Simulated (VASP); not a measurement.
Input of a VASP 6.6.1 run:

Contents of POSCAR:

```
RbCl
1.0
    0.0000000000      3.3058128222      3.3058128222
    3.3058128222      0.0000000000      3.3058128222
    3.3058128222      3.3058128222      0.0000000000
Rb Cl
1 1
Direct
    0.0000000000      0.0000000000      0.0000000000
    0.5000000000      0.5000000000      0.5000000000
```

Contents of INCAR.step1:

```
  ALGO = Normal
  EDIFF = 1E-5
  ENCUT = 550
  GGA = PE
  GGA_COMPAT = False
  ISMEAR = 0
  LASPH = True
  LCHARG = False
  LREAL = False
  LWAVE = True
  NBANDS = 15
  NELM = 120
  PREC = Accurate
  SIGMA = 0.01
```

File INCAR.step2:

```
  ALGO = Normal
  EDIFF = 1E-6
  ENCUT = 550
  GGA_COMPAT = False
  ISIF = 2
  ISMEAR = 0
  ISTART = 1
  LASPH = True
  LCHARG = False
  LMIXTAU = True
  LREAL = False
  LWAVE = False
  METAGGA = R2SCAN
  NBANDS = 15
  NELM = 120
  PREC = Accurate
  SIGMA = 0.01
```

File KPOINTS:

```
k-points
0
Gamma
  6 6 6
```

Potentials or basis: VASP PAW PBE potentials, release 64 (Rb_sv, Cl).

The run is started by

```console
$ cat potpaw_PBE.64/Rb_sv/POTCAR potpaw_PBE.64/Cl/POTCAR > POTCAR
$ cp INCAR.step1 INCAR
$ mpirun -np 1 vasp_std > vasp.out
$ cp INCAR.step2 INCAR
$ mpirun -np 1 vasp_std > vasp.out
```

Task: What does it give for the band gap on the k mesh?

Result: 5.56 eV.

Task: Estimate the pressure.

Result: 0.0 GPa.

Caveat: the PAW data sets were made with another functional, which shifts forces and pressure a little.
